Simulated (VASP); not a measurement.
A run of VASP 6.6.1 is set up as follows.

POSCAR

```
AgGeI6
1.0
    7.2388240000      0.0000000000      0.0000000000
   -3.5179380000      6.4043840000      0.0000000000
    0.0957160000     -3.8193700000      6.8394090000
I Ag Ge
6 1 1
Direct
    0.2508000000      0.8537000000      0.7367000000
    0.7492000000      0.1463000000      0.2633000000
    0.5758000000      0.4399000000      0.7232000000
    0.4242000000      0.5601000000      0.2768000000
    0.8644000000      0.1243000000      0.7376000000
    0.1356000000      0.8757000000      0.2624000000
    0.0000000000      0.0000000000      0.0000000000
    0.5000000000      0.0000000000      0.5000000000
```

File INCAR.step1:

```
SYSTEM = AgGeI6
PREC = Accurate ; ENCUT = 520
ISMEAR = -1 ; SIGMA = 0.1007
LREAL = .False. ; LASPH = .True.
NELM = 80 ; NBANDS = 44
GGA = PE ; ALGO = Normal
EDIFF = 1E-4 ; LWAVE = .True.
LCHARG = .False.
```

File INCAR.step2:

```
SYSTEM = AgGeI6
PREC = Accurate ; ENCUT = 520
EDIFF = 1E-6 ; ISMEAR = -1
SIGMA = 0.1007 ; LREAL = .False.
LASPH = .True. ; NELM = 80
ALGO = Normal ; ISIF = 2
LWAVE = .False. ; LCHARG = .False.
METAGGA = R2SCAN ; LMIXTAU = .True.
NBANDS = 44 ; ISTART = 1
```

The input KPOINTS:

```
Automatic mesh
0
Gamma
  3 3 3
  0 0 0.5
```

Potentials or basis: VASP PAW PBE potentials, release 64 (I, Ag, Ge_d).

Command:

```bash
$ cat potpaw_PBE.64/I/POTCAR potpaw_PBE.64/Ag/POTCAR potpaw_PBE.64/Ge_d/POTCAR > POTCAR
$ cp INCAR.step1 INCAR
$ mpirun -np 1 vasp_std > vasp.out
$ cp INCAR.step2 INCAR
$ mpirun -np 1 vasp_std > vasp.out
```

Problem. What does it give for the pressure?

Solution. -0.1 GPa.

Problem. Estimate the largest force.

Solution. 0.494 eV/Å.

Problem. Estimate the band gap on the k mesh.

Solution. Zero (an odd number of electrons rules out a gap without spin polarisation).

Forces in eV/Å, atoms in the order of the input:
```
I   -0.130 -0.326  0.191
I    0.130  0.326 -0.191
I   -0.084  0.415  0.254
I    0.084 -0.415 -0.254
I    0.364  0.066  0.279
I   -0.364 -0.066 -0.279
Ag   0.000  0.000  0.000
Ge   0.000  0.000  0.000
```

Caveat: the PAW data sets were made with another functional, which shifts forces and pressure a little; spin-orbit coupling is left out, which moves the levels of the heavy elements; an odd number of electrons without spin polarisation forces a metal; a magnetic or distorted state may lie lower.
